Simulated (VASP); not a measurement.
## Re: relaxation of cell and atoms with PBEsol+D4

Re:

```xyz
2
Lattice="2.7608 0.0000 0.0000 -1.3804 2.3909 0.0000 0.0000 0.0000 4.4582" Properties=species:S:1:pos:R:3 pbc="T T T"
Re    1.3804    0.7970    3.3436
Re    0.0000    1.5939    1.1145
```

| Quantity | Value |
| --- | --- |
| Program | VASP 6.6.1 |
| Task | relaxation of cell and atoms |
| Functional | PBEsol |
| Dispersion | D4 |
| Potentials or basis | VASP PAW PBE potentials, release 64 (Re) |
| Cutoff | 600 eV |
| k mesh | 11 × 11 × 6 |
| Occupations | fermi-dirac, width 0.05 eV |
| Spin | no spin polarisation |
| Dipole correction | no |
| Further INCAR settings | ALGO = Normal; EDIFF = 1e-06; IBRION = 2; EDIFFG = -0.02; NSW = 80; ISIF = 3 |

* Relaxed volume: 14.41 Å³/atom
* Relaxed cell: a = 2.742 Å, b = 2.742 Å, c = 4.427 Å, α = 90.00°, β = 90.00°, γ = 120.00°
* Space group after relaxing (to 0.1 Å): P6_3/mmc (No. 194)
* Energy gained by relaxing: 8.0 meV/atom
* Ionic steps: 4
* Pressure after relaxing: 0.0 GPa
* Band gap on the k mesh: zero (bands 7 and 8 overlap by 3.18 eV)
* Dispersion energy per atom: -0.419 eV

Step by step:
| step | energy change (eV) | largest force (eV/Å) | pressure (GPa) | volume (Å³) |
| --- | --- | --- | --- | --- |
| 1 | 0.0000 | 0.0000 | -8.22 | 29.43 |
| 2 | 0.3073 | 0.0000 | 45.13 | 26.33 |
| 3 | -0.0160 | 0.0000 | -0.37 | 28.84 |
| 4 | -0.0160 | 0.0000 | -0.03 | 28.82 |

Final structure:
```yaml
crystal:
  lattice:
    - [2.74165, 0.00000, 0.00000]
    - [-1.37083, 2.37434, 0.00000]
    - [0.00000, 0.00000, 4.42736]
  atoms:
    - { symbol: Re, position: [0.66667, 0.33333, 0.75000] }
    - { symbol: Re, position: [0.33333, 0.66667, 0.25000] }
```

Levels at points of the mesh, in eV from the Fermi level:
```csv
k point,band 3,band 4,band 5,band 6,band 7,band 8,band 9,band 10,band 11
"(0.00, 0.00, 0.00)",-1.65,-1.65,-1.65,-0.78,-0.78,0.18,0.18,0.65,3.46
"(0.00, 0.00, 0.50)",-2.46,-2.46,-1.78,-1.78,-1.78,-1.78,2.62,2.62,2.62
```

It took 87 s on 1 thread of Intel Xeon 8259CL (shared host), peak memory 0.18 GiB.

Caveat: the PAW data sets were made with another functional, which shifts forces and pressure a little; spin-orbit coupling is left out, which moves the levels of the heavy elements.
